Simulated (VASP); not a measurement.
# HC4 in VASP: further runs

Runs on HC4. Level: PBE+D3(BJ). Tasks: single point.

Program: VASP 6.6.1. These are calculated values, not measurements. Logs are shortened: lines on timing, memory, paths and dates and some standing lists are left out, and cuts for length are marked.

## Step 1: The cell of the first run

The cell holds a slab with vacuum, 10 atoms: a = 4.931 Å, b = 4.931 Å, c = 18.000 Å, α = 90.00°, β = 90.00°, γ = 120.00°.

## Step 2: Single point, PBE+D3(BJ)

INCAR reads:

```
PREC = Accurate
ENCUT = 520
EDIFF = 1E-6
ISMEAR = 0
SIGMA = 0.1
LREAL = False
LASPH = True
NELM = 60
ALGO = Normal
ISIF = 2
LWAVE = False
LCHARG = False
LDIPOL = True
IDIPOL = 3
DIPOL = 0.5 0.5 0.227
GGA = PE
IVDW = 12
NBANDS = 28
```

KPOINTS reads:

```
regular mesh
0
Gamma
  6 6 1
```

POSCAR reads:

```
HC4
1.0
    4.9314011428      0.0000000001      0.0000000000
   -2.4657005715      4.2707186659      0.0000000000
    0.0000000000      0.0000000000     18.0000000000
C H
8 2
Direct
    0.1666666667      0.3333333333      0.2222222222
    0.1666666667      0.8333333333      0.2222222222
    0.6666666667      0.3333333333      0.2222222222
    0.6666666667      0.8333333333      0.2222222222
    0.3333333333      0.1666666667      0.2222222222
    0.3333333333      0.6666666667      0.2222222222
    0.8333333333      0.1666666667      0.2222222222
    0.8333333333      0.6666666667      0.2222222222
    0.1739562988      0.1739571079      0.2472222222
    0.3260437012      0.3260428921      0.2472222222
```

Potentials or basis: VASP PAW PBE potentials, release 64 (C, H).

Started as:

```bash
> cat potpaw_PBE.64/C/POTCAR potpaw_PBE.64/H/POTCAR > POTCAR
> mpirun -np 1 vasp_std > vasp.out
```

OUTCAR:

```text
PREC = Accurate
   ENCUT = 520
   EDIFF = 1E-6
   ISMEAR = 0
   LREAL = False
   LASPH = True
   NELM = 60
   ISIF = 2
   GGA = PE
   IVDW = 12
 IVDW          = 12

 ion  position               nearest neighbor table
   1  0.167  0.333  0.222-   9 0.92  10 0.92   5 1.42   7 1.42   6 1.42
   2  0.167  0.833  0.222-   6 1.42   8 1.42   5 1.42
   3  0.667  0.333  0.222-   7 1.42   5 1.42   8 1.42
   4  0.667  0.833  0.222-   8 1.42   6 1.42   7 1.42
   5  0.333  0.167  0.222-  10 0.92   9 0.92   1 1.42   3 1.42   2 1.42
   6  0.333  0.667  0.222-   2 1.42   4 1.42   1 1.42
   7  0.833  0.167  0.222-   3 1.42   1 1.42   4 1.42
   8  0.833  0.667  0.222-   4 1.42   2 1.42   3 1.42
   9  0.174  0.174  0.247-  10 0.75   1 0.92   5 0.92
  10  0.326  0.326  0.247-   9 0.75   5 0.92   1 0.92

  LATTYP: Found a hexagonal cell.
 ALAT       =     4.9314011428
 C/A-ratio  =     3.6500782392

  Lattice vectors:

 A1 = (   4.9314011428,   0.0000000001,   0.0000000000)
 A2 = (  -2.4657005715,   4.2707186659,   0.0000000000)
 A3 = (   0.0000000000,   0.0000000000,  18.0000000000)

Analysis of symmetry for initial positions (statically):
=====================================================================
 Subroutine PRICEL returns:
 Original cell was already a primitive cell.

 Routine SETGRP: Setting up the symmetry group for a
 hexagonal supercell.

 Subroutine GETGRP returns: Found  4 space group operations
 (whereof  2 operations were pure point group operations)
 out of a pool of 24 trial point group operations.

The static configuration has the point symmetry C_1h.
 The point group associated with its full space group is C_2v.

Analysis of symmetry for dynamics (positions and initial velocities):
=====================================================================
 Subroutine PRICEL returns:
 Original cell was already a primitive cell.

 Routine SETGRP: Setting up the symmetry group for a
 hexagonal supercell.

 Subroutine GETGRP returns: Found  4 space group operations
 (whereof  2 operations were pure point group operations)
 out of a pool of 24 trial point group operations.

The dynamic configuration has the point symmetry C_1h.
 The point group associated with its full space group is C_2v.

 Subroutine INISYM returns: Found  4 space group operations
 (whereof  2 operations are pure point group operations),
 and found     1 'primitive' translations

----------------------------------------------------------------------------------------

                                     Primitive cell

  volume of cell :     379.0913

  direct lattice vectors                    reciprocal lattice vectors
     4.931401143  0.000000000  0.000000000     0.202782124  0.117076314  0.000000000
    -2.465700572  4.270718666  0.000000000    -0.000000000  0.234152628  0.000000000
     0.000000000  0.000000000 18.000000000     0.000000000  0.000000000  0.055555556

  length of vectors
     4.931401143  4.931401143 18.000000000     0.234152628  0.234152628  0.055555556

  position of ions in fractional coordinates (direct lattice)
     0.166666667  0.333333333  0.222222222
     0.166666667  0.833333333  0.222222222
     0.666666667  0.333333333  0.222222222
     0.666666667  0.833333333  0.222222222
     0.333333333  0.166666667  0.222222222
     0.333333333  0.666666667  0.222222222
     0.833333333  0.166666667  0.222222222
     0.833333333  0.666666667  0.222222222
     0.173956299  0.173957108  0.247222222
     0.326043701  0.326042892  0.247222222

  ion indices of the primitive-cell ions
   primitive index   ion index
                 1           1
                 2           2
                 3           3
                 4           4
                 5           5
                 6           6
                 7           7
                 8           8
                 9           9
                10          10

----------------------------------------------------------------------------------------

 KPOINTS: regular mesh

Automatic generation of k-mesh.
 Grid dimensions read from file:
 generate k-points for:    6    6    1

 Generating k-lattice:

  Cartesian coordinates                     Fractional coordinates (reciprocal lattice)
     0.033797021  0.019512719  0.000000000     0.166666667  0.000000000  0.000000000
    -0.000000000  0.039025438  0.000000000     0.000000000  0.166666667  0.000000000
     0.000000000  0.000000000  0.055555556     0.000000000  0.000000000  1.000000000

  Length of vectors
     0.039025438  0.039025438  0.055555556

  Shift w.r.t. Gamma in fractional coordinates (k-lattice)
     0.000000000  0.000000000  0.000000000

 Subroutine IBZKPT returns following result:
 ===========================================

 Found     13 irreducible k-points:

 Following reciprocal coordinates:
            Coordinates               Weight
  0.000000  0.000000  0.000000      1.000000
  0.166667  0.000000  0.000000      4.000000
 -0.166667  0.166667  0.000000      2.000000
  0.333333  0.000000  0.000000      4.000000
 -0.333333  0.333333  0.000000      2.000000
  0.500000  0.000000  0.000000      2.000000
  0.500000  0.500000  0.000000      1.000000
  0.166667  0.166667  0.000000      2.000000
 -0.166667  0.333333  0.000000      4.000000
  0.333333  0.166667  0.000000      4.000000
 -0.166667  0.500000  0.000000      4.000000
  0.500000  0.333333  0.000000      4.000000
  0.333333  0.333333  0.000000      2.000000
   k-points           NKPTS =     13   k-points in BZ     NKDIM =     13   number of bands    NBANDS=     28
   number of dos      NEDOS =    301   number of ions     NIONS =     10
   total plane-waves  NPLWV = 224000
   dimension x,y,z NGX =    40 NGY =   40 NGZ =  140
   dimension x,y,z NGXF=    80 NGYF=   80 NGZF=  280
   ions per type =               8   2
   NGX,Y,Z   is equivalent  to a cutoff of  13.48, 13.48, 12.93 a.u.
   NGXF,Y,Z  is equivalent  to a cutoff of  26.97, 26.97, 25.86 a.u.
 SYSTEM =  unknown system
   PREC   = accura    normal or accurate (medium, high low for compatibility)
   ISTART =      0    job   : 0-new  1-cont  2-samecut
   ICHARG =      2    charge: 1-file 2-atom 10-const
   ISPIN  =      1    spin polarized calculation?
   LNONCOLLINEAR =      F non collinear calculations
   LSORBIT =      F    spin-orbit coupling
   LASPH  =      T    aspherical Exc in radial PAW
   ENCUT  =  520.0 eV  38.22 Ry    6.18 a.u.   9.17  9.17 33.47*2*pi/ulx,y,z
   NELM   =     60;   NELMIN=  2; NELMDL= -5     # of ELM steps
   EDIFF  = 0.1E-05   stopping-criterion for ELM
   LREAL  =      F    real-space projection
   EDIFFG = 0.1E-04   stopping-criterion for IOM
   NSW    =      0    number of steps for IOM
   IBRION =     -1    ionic relax: 0-MD 1-quasi-New 2-CG
   NFREE  =      0    steps in history (QN), initial steepest desc. (CG)
   ISIF   =      2    stress and relaxation
   ISYM   =      2    0-nonsym 1-usesym 2-fastsym
   POTIM  = 0.5000    time-step for ionic-motion
   TEBEG  =    0.0;   TEEND  =   0.0 temperature during run
   PSTRESS=    0.0 pullay stress
   NELECT =      34.0000    total number of electrons
   NUPDOWN=      -1.0000    fix difference up-down
   EMIN   =  10.00;   EMAX   =-10.00  energy-range for DOS
   EFERMI =   0.00;   METHOD = LEGACY
   ISMEAR =     0;   SIGMA  =   0.10  broadening in eV -4-tet -1-fermi 0-gaus
   EFERMI_NEDOS =   21; number of points for ismear=-14 and -15
   IALGO  =     38    algorithm
   IMIX   =      4    mixing-type and parameters
     AMIX     =   0.40;   BMIX     =  1.00
     AMIX_MAG =   1.60;   BMIX_MAG =  1.00
  volume/ion in A,a.u.               =      37.91       255.82
  Fermi-wavevector in a.u.,A,eV,Ry     =   0.732802  1.384795  7.306308  0.536999
  Thomas-Fermi vector in A             =   1.825354
   LORBIT       =      0    0 simple, 1 ext, 2 COOP (PROOUT), +10 PAW based schemes
   GGA     = PE    functional components
   LHFCALC =     F    Hartree Fock is set to
   AEXX    =    0.0000 exact exchange contribution
   IVDW    =    12    specifies the selected vdW correction
   LEPSILON=     F    determine dielectric tensor
   LRPA    =     F    only Hartree local field effects (RPA)
 non-spin polarized calculation
 Gauss-broadening in eV      SIGMA  =   0.10
  energy-cutoff  :      520.00
  volume of cell :      379.09
 maximum number of plane-waves:     10258
 NGX is ok and might be reduce to    40
   NGX = 19   NGY = 19   NGZ = 67

 dipolmoment           0.000000      0.000000      0.000002 electrons x Angstroem

 number of electron      33.9999996 magnetization

 dipolmoment           0.000000      0.000000     -0.093369 electrons x Angstroem

 Free energy of the ion-electron system (eV)
  ---------------------------------------------------
  ext. energy  EPLUGINS =         0.00000000
  ---------------------------------------------------
  free energy    TOTEN  =       -62.34559576 eV

  energy without entropy =      -62.33605845  energy(sigma->0) =      -62.34082711

 E-fermi :  -1.2452     XC(G=0):  -2.4665

 val. band max:       -1.3339321119   @ k =  -0.3333   0.3333   0.0000
 cond. band min:      -1.2216521708   @ k =  -0.1667   0.1667   0.0000
 fundamental gap:      0.1122799410
 Fermi energy:        -1.2452204489

 k-point     1 :       0.0000    0.0000    0.0000
  band No.  band energies     occupation
      1     -30.0975      2.00000
      2     -20.8690      2.00000
      3     -17.9160      2.00000
      4     -17.5727      2.00000
      5     -17.0240      2.00000
      6     -16.1950      2.00000
[... 20 lines left out ...]
     27       4.1497      0.00000
     28       5.2878      0.00000
[... 342 lines left out ...]
 k-point    13 :       0.3333    0.3333    0.0000
  band No.  band energies     occupation
      1     -30.0706      2.00000
      2     -20.5001      2.00000
      3     -20.3476      2.00000
      4     -17.5803      2.00000
      5     -15.6930      2.00000
      6     -15.3423      2.00000
[... 20 lines left out ...]
     27       4.3890      0.00000
     28       4.6035      0.00000

------------------------ aborting loop because EDIFF is reached ----------------------------------------

 vacuum level on the upper side and lower side of the slab       (xc-potential included)        -0.471         0.274

 Edisp (eV)   -0.80746

 E8    (eV) :    -0.2431

  FORCE on cell =-STRESS in cart. coord.  units (eV):
  Direction    XX          YY          ZZ          XY          YZ          ZX
  --------------------------------------------------------------------------------------
  -------------------------------------------------------------------------------------
  Total      30.20003    22.94624    13.63458    -6.28197     0.00000     0.00000
  in kB     127.63628    96.97912    57.62470   -26.54988     0.00000     0.00000
  external pressure =       94.08 kB  Pullay stress =        0.00 kB

 VOLUME and BASIS-vectors are now :
 -----------------------------------------------------------------------------
  energy-cutoff  :      520.00
  volume of cell :      379.09
      direct lattice vectors                 reciprocal lattice vectors
     4.931401143  0.000000000  0.000000000     0.202782124  0.117076314  0.000000000
    -2.465700572  4.270718666  0.000000000    -0.000000000  0.234152628  0.000000000
     0.000000000  0.000000000 18.000000000     0.000000000  0.000000000  0.055555556

 POSITION                                       TOTAL-FORCE (eV/Angst)
 -----------------------------------------------------------------------------------
      0.00000      1.42357      4.00000       -19.129913     11.044660    -14.751809
     -1.23285      3.55893      4.00000        -0.301787     -2.564034     -0.190422
      2.46570      1.42357      4.00000         2.069625      1.543372     -0.190422
      1.23285      3.55893      4.00000        -0.194296      0.112177     -0.140858
      1.23285      0.71179      4.00000        19.129913    -11.044660    -14.751809
     -0.00000      2.84715      4.00000         0.301787      2.564034     -0.190422
      3.69855      0.71179      4.00000        -2.069625     -1.543372     -0.190422
      2.46570      2.84715      4.00000         0.194296     -0.112177     -0.140858
      0.42892      0.74292      4.45000        -8.222927    -14.242527     15.273511
      0.80393      1.39244      4.45000         8.222927     14.242527     15.273511
 -----------------------------------------------------------------------------------
    total drift:                               -0.001361      0.002827      0.001056

  FREE ENERGIE OF THE ION-ELECTRON SYSTEM (eV)
  ---------------------------------------------------
  free  energy   TOTEN  =       -63.1530576281 eV

  energy  without entropy=      -63.1435203119  energy(sigma->0) =      -63.14828897

 vacuum level on the upper side and lower side of the slab         1.355         2.090
```

It took 7.2 min on 1 thread of Intel Xeon 6975P-C (Granite Rapids), shared host; peak memory 0.53 GiB.

Results:

- Free energy: -63.1531 eV
- Largest force: 26.562 eV/Å
- Band gap on the k mesh: zero (bands 17 and 18 overlap by 0.78 eV)
- Dispersion energy per atom: -0.081 eV

Forces in eV/Å, atoms in the order of the input:
```
C   -19.130  11.045 -14.752
C    -0.302  -2.564  -0.190
C     2.070   1.543  -0.190
C    -0.194   0.112  -0.141
C    19.130 -11.045 -14.752
C     0.302   2.564  -0.190
C    -2.070  -1.543  -0.190
C     0.194  -0.112  -0.141
H    -8.223 -14.243  15.274
H     8.223  14.243  15.274
```

## Step 3: Single point, PBE+D3(BJ)

INCAR reads:

```
PREC = Accurate
ENCUT = 520
EDIFF = 1E-6
ISMEAR = 0
SIGMA = 0.1
LREAL = F
LASPH = T
NELM = 60
ALGO = Normal
ISIF = 2
LWAVE = F
LCHARG = T
LDIPOL = T
IDIPOL = 3
DIPOL = 0.5 0.5 0.245
GGA = PE
IVDW = 12
LELF = T
LVHAR = T
LVACPOTAV = T
NBANDS = 28
```

KPOINTS is that of step 2.

Changes to POSCAR since step 2:

```diff
@@ -16,3 +16,3 @@
     0.8333333333      0.6666666667      0.2222222222
-    0.1739562988      0.1739571079      0.2472222222
-    0.3260437012      0.3260428921      0.2472222222
+    0.1302565185      0.1302577926      0.3361111111
+    0.3697434815      0.3697422074      0.3361111111
```

Potentials or basis: VASP PAW PBE potentials, release 64 (C, H).

Started as:

```bash
> cat potpaw_PBE.64/C/POTCAR potpaw_PBE.64/H/POTCAR > POTCAR
> mpirun -np 1 vasp_std > vasp.out
```

Run time: 14 min. Hardware: 1 thread of Intel Xeon 8259CL, shared host; peak memory 0.56 GiB.

Results (log left out):

```yaml
Free_energy: -79.2715 eV
Largest_force: 4.719 eV/Å
Band_gap_on_the_k_mesh: 0.08 eV
Dispersion_energy_per_atom: -0.089 eV
```

Forces in eV/Å, atoms in the order of the input:
```
C   -0.278  0.160 -0.899
C   -0.016  0.165 -0.107
C   -0.151 -0.068 -0.107
C   -0.101  0.058  0.132
C    0.278 -0.160 -0.899
C    0.016 -0.165 -0.107
C    0.151  0.068 -0.107
C    0.101 -0.058  0.132
H    2.308  3.997  0.980
H   -2.308 -3.997  0.980
```

Levels at points of the mesh, in eV from the valence-band top:
```
           k point  band 13  band 14  band 15  band 16  band 17  band 18  band 19  band 20  band 21  band 22
(0.00, 0.00, 0.00)    -3.00    -3.00    -2.36    -2.31    -2.00     1.15     1.68     1.75     3.81     4.40
(0.50, 0.00, 0.00)    -5.02    -5.01    -3.71    -2.76    -2.13     2.48     2.84     2.91     5.80     5.82
(0.50, 0.50, 0.00)    -5.02    -5.01    -3.76    -2.78    -2.12     2.80     2.84     3.54     4.93     5.80
```

## Step 4: Single point, PBE+D3(BJ)

INCAR reads:

```
PREC = Accurate
ENCUT = 520
EDIFF = 1E-7
ISMEAR = 0
SIGMA = 0.1
LREAL = F
LASPH = T
NELM = 80
ALGO = Normal
ISIF = 2
LWAVE = F
LCHARG = F
LDIPOL = T
IDIPOL = 3
DIPOL = 0.5 0.5 0.256
GGA = PE
IVDW = 12
NBANDS = 28
```

KPOINTS is that of step 3.

Changes to POSCAR since step 3:

```diff
@@ -16,3 +16,3 @@
     0.8333333333      0.6666666667      0.2222222222
-    0.1302565185      0.1302577926      0.3361111111
-    0.3697434815      0.3697422074      0.3361111111
+    0.1739562988      0.1739571079      0.3888888889
+    0.3260437012      0.3260428921      0.3888888889
```

Started as:

```bash
> cat potpaw_PBE.64/C/POTCAR potpaw_PBE.64/H/POTCAR > POTCAR
> mpirun -np 1 vasp_std > vasp.out
```

Run time: 14 min. Hardware: 1 thread of Intel Xeon 8259CL, shared host; peak memory 0.54 GiB.

Results (log left out):

| Property | Result |
| --- | --- |
| Free energy | -81.3230 eV |
| Largest force | 0.046 eV/Å |
| Band gap on the k mesh | zero (filled and empty bands touch) |
| Dispersion energy per atom | -0.078 eV |

Forces on the atoms (eV/Å):
```
C    0.003 -0.002 -0.046
C    0.001  0.020  0.004
C   -0.016 -0.011  0.004
C   -0.007  0.004  0.017
C   -0.003  0.002 -0.046
C   -0.001 -0.020  0.004
C    0.016  0.011  0.004
C    0.007 -0.004  0.017
H   -0.005 -0.008  0.021
H    0.005  0.008  0.021
```

Levels at points of the mesh, in eV from the Fermi level:
```tsv
k point	band 15	band 16	band 17	band 18	band 19	band 20
(0.00, 0.00, 0.00)	-2.36	-2.36	-2.35	1.65	1.68	1.68
(0.50, 0.00, 0.00)	-5.05	-2.74	-2.73	2.81	2.82	3.81
(0.50, 0.50, 0.00)	-5.05	-2.74	-2.73	2.81	2.82	4.47
```

## Step 5: Summary

```csv
cell,gap on the mesh (eV),largest force (eV/Å)
"as given, atomic positions A",none,26.56
"as given, atomic positions B",0.08,4.72
"as given, atomic positions C",none,0.05
```

Alike in all rows: task single point; level PBE+D3(BJ); potentials or basis VASP PAW PBE potentials, release 64 (C, H); no spin polarisation; k mesh 6 × 6 × 1; cutoff (eV) 520; smearing gaussian 0.1 eV.

Total energies depend on the potentials used, so only differences within one code and one set of settings carry meaning.

The gap in the log of VASP goes by the Fermi energy; the results here count the filled bands.